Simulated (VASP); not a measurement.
Set up this calculation in VASP 6.6.1, as the native input.

- Task: relaxation of cell and atoms
- Functional: LDA
- Potentials or basis: VASP PAW LDA potentials, release 64 (Hg, Pt)
- Cutoff: 600 eV
- k mesh: 5 × 5 × 5
- Occupations: methfessel-paxton, width 0.15 eV
- Spin: no spin polarisation
- Target pressure: 10 GPa
- Dipole correction: no
- Further INCAR settings: ALGO = Normal; EDIFF = 1e-07; IBRION = 2; EDIFFG = -0.01; NSW = 80; ISIF = 3

The structure of Hg3Pt lies in POSCAR:

```
Hg3Pt
1.0
    4.3442210000      0.0000000000      0.0000000000
    0.0000000000      4.3442210000      0.0000000000
    0.0000000000      0.0000000000      4.3442210000
Hg Pt
3 1
Direct
    0.0000000000      0.5000000000      0.5000000000
    0.5000000000      0.0000000000      0.5000000000
    0.5000000000      0.5000000000      0.0000000000
    0.0000000000      0.0000000000      0.0000000000
```

These files were run (other wordings do the same):

INCAR

```
SYSTEM = Hg3Pt
PREC = Accurate
ENCUT = 600
EDIFF = 1E-7
ISMEAR = 1
SIGMA = 0.15
LREAL = .FALSE.
LASPH = .TRUE.
NELM = 60
ALGO = Normal
ISIF = 3
LWAVE = .FALSE.
LCHARG = .FALSE.
IBRION = 2
NSW = 80
EDIFFG = -0.01
PSTRESS = 100.0
```

KPOINTS

```
Automatic mesh
0
G
  5 5 5
  0 0 0
```

Potentials or basis: VASP PAW LDA potentials, release 64 (Hg, Pt).

Run with:

```sh
$ cat potpaw_LDA.64/Hg/POTCAR potpaw_LDA.64/Pt/POTCAR > POTCAR
$ mpirun -np 1 vasp_std > vasp.out
```

Results of the run:

- Relaxed volume: 17.44 Å³/atom
- Relaxed cell: a = 4.117 Å, b = 4.117 Å, c = 4.117 Å, α = 90.00°, β = 90.00°, γ = 90.00°
- Space group after relaxing (to 0.1 Å): Pm-3m (No. 221)
- Energy change on relaxing (the run minimises the enthalpy): -35.4 meV/atom
- Ionic steps: 5
- Pressure after relaxing: 10.0 GPa
- Band gap on the k mesh: zero (bands 23 and 24 overlap by 2.89 eV)

Caveat: the cell is relaxed towards a set pressure, so the run minimises the enthalpy, not the energy; spin-orbit coupling is left out, which moves the levels of the heavy elements.

Wall time 67 s on 1 thread of Intel(R) Xeon(R) Platinum 8488C (Sapphire Rapids), with other jobs on the host, peak memory 0.2 GiB.
